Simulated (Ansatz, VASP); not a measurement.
## Two plane-wave programs on PbF2

```
CELL_PARAMETERS angstrom
-0.01480 2.96044 2.96044
2.96044 -0.01480 2.96044
2.94564 2.94564 0.00000
ATOMIC_POSITIONS crystal
Pb 0.00000 0.00000 0.00000
F 0.25107 0.25107 0.24893
F 0.74893 0.74893 0.75107
```

Change from the starting cell: shear_xy strain -1.0%.

Alike in both runs: task single point; functional PBE; k mesh 8 × 8 × 8; occupations fermi-dirac, width 0.02 eV; no spin polarisation.

```csv
,VASP,Ansatz
version,VASP 6.6.1,Ansatz 0.2.0
potentials or method,"VASP PAW PBE potentials, release 64 (Pb_d, F)","plane waves, PAW"
plane-wave cutoff (eV),520,420
valence electrons in the cell,28,28
```

```csv
,VASP,Ansatz,Ansatz less VASP
gap on the k mesh at the Fermi level (eV),4.41,4.42,+0.003
pressure (GPa),2.7,2.9,+0.20
"traceless stress, the component that is largest in VASP (GPa)",0.22,0.22,-0.002
```

Neither program's run includes spin-orbit coupling.
